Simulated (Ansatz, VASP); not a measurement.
One calculation of Cu, two programs

```
CELL_PARAMETERS angstrom
0.00000 1.81487 1.81487
1.81487 0.00000 1.81487
1.81487 1.81487 0.00000
ATOMIC_POSITIONS crystal
Cu 0.00000 0.00000 0.00000
```

Alike in both runs: task single point; functional PBE; k mesh 16 × 16 × 16; occupations gaussian, width 0.15 eV; no spin polarisation.

|  | VASP | Ansatz |
| --- | --- | --- |
| version | VASP 6.6.1 | Ansatz 0.2.0 |
| potentials or method | VASP PAW PBE potentials, release 64 (Cu), cutoff 520 eV | scalar-relativistic, plane waves, PAW |
| valence electrons in the cell | 11 | 19 |

```tsv
	VASP	Ansatz	Ansatz less VASP
gap on the k mesh at the Fermi level (eV)	none	none	-
pressure (GPa)	0.6	0.1	-0.54
```

A gap of «none» marks a metal or a gap that the smearing closes. VASP's potentials hold 11 valence electrons a cell and Ansatz's 19, so a difference there can come from the potentials and not from the codes.
